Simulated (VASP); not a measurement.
A run of VASP 6.6.1 is set up as follows.

INCAR

```
PREC = Accurate
ENCUT = 520
EDIFF = 1E-6
ISMEAR = 0
SIGMA = 0.05
LREAL = False
LASPH = True
NELM = 150
ALGO = Normal
ISIF = 2
LWAVE = False
LCHARG = False
ISPIN = 2
MAGMOM = 0.58 -0.58 0.58 -0.58 0 0 0 0
LORBIT = 11
LMAXMIX = 4
LDAU = True
LDAUTYPE = 2
LDAUL = 2 -1
LDAUU = 7 0
LDAUJ = 0 0
LDAUPRINT = 1
GGA = PS
NBANDS = 48
KPAR = 4
```

The input KPOINTS:

```
regular mesh
0
Gamma
  7 7 4
```

POSCAR

```
CuO
1.0
    4.6836992400      0.0000000000      0.0000000000
    4.6836992400      3.4225994400      0.0000000000
   -0.8500298600      0.0000000000      5.0578691900
Cu O
4 4
Direct
    0.0000000000      0.2500000000      0.0000000000
    0.5000000000      0.7500000000      0.5000000000
    0.0000000000      0.7500000000      0.0000000000
    0.5000000000      0.2500000000      0.5000000000
    0.5816000000      0.9184000000      0.2500000000
    0.4184000000      0.0816000000      0.7500000000
    0.5816000000      0.4184000000      0.2500000000
    0.4184000000      0.5816000000      0.7500000000
```

Potentials or basis: VASP PAW PBE potentials, release 64 (Cu, O).

Command:

```bash
$ cat potpaw_PBE.64/Cu/POTCAR potpaw_PBE.64/O/POTCAR > POTCAR
$ mpirun -np 4 vasp_std > vasp.out
```

Question: Predict the band gap on the k mesh.

Answer: 1.29 eV.

Question: Estimate the net moment.

Answer: 0.00 μB per cell.

Stress tensor (GPa, compression positive):
```
-7.19  0.00  1.06
 0.00 -5.12  0.00
 1.06  0.00 -7.31
```

Caveat: the cell stands under tension; the PAW data sets were made with another functional, which shifts forces and pressure a little. A k mesh can miss the band edges.
